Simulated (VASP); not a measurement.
Set up this calculation in VASP 6.6.1, as the native input.

```
Task                   : single point
Functional             : PBE
Potentials or basis    : VASP PAW PBE potentials, release 64 (Mn_pv, O)
Cutoff                 : 520 eV
k mesh                 : 11 × 11 × 11
Occupations            : fermi-dirac, width 0.05 eV
Spin                   : collinear spin, ferromagnetic start
Starting moments       : [4.0, 0.0, 0.0] μB
Dipole correction      : no
Further INCAR settings : ALGO = Normal; EDIFF = 1e-06; NBANDS = 24
```

The structure of MnO2 lies in POSCAR:

```
MnO2
1.0
    1.4378949485      0.8301690355      4.6142895739
   -1.4378949485      0.8301690355      4.6142895739
    0.0000000000     -1.6603380711      4.6142895739
Mn O
1 2
Direct
    0.0000000000      0.0000000000      0.0000000000
    0.7356355100      0.7356355100      0.7356355100
    0.2643644900      0.2643644900      0.2643644900
```

The input as run:

INCAR

```
PREC = Accurate
ENCUT = 520
EDIFF = 1E-6
ISMEAR = -1
SIGMA = 0.05
LREAL = F
LASPH = T
NELM = 150
ALGO = Normal
ISIF = 2
LWAVE = F
LCHARG = F
ISPIN = 2
MAGMOM = 4 0 0
LORBIT = 11
LMAXMIX = 4
GGA = PE
NBANDS = 24
```

KPOINTS

```
regular mesh
0
Gamma
  11 11 11
```

Potentials or basis: VASP PAW PBE potentials, release 64 (Mn_pv, O).

Launch:

```sh
$ cat potpaw_PBE.64/Mn_pv/POTCAR potpaw_PBE.64/O/POTCAR > POTCAR
$ mpirun -np 1 vasp_std > vasp.out
```

It gave:

```
Pressure                                              : 1.9 GPa
Largest force                                         : 0.026 eV/Å
Band gap on the k mesh                                : 0.91 eV, indirect (least direct gap 0.98 eV)
Net moment                                            : 3.00 μB per cell
Site moments                                          : Mn +2.85; O +0.04 μB
Valence electrons inside the program's atomic spheres : Mn 11.70; O 4.99
```

Caveat: a cell with one magnetic atom can't hold antiferromagnetic order, which such compounds often take.

It took 4.5 min on 1 thread of AMD EPYC 9R45 96-Core Processor (Zen 5), on a shared host, peak memory 0.32 GiB.
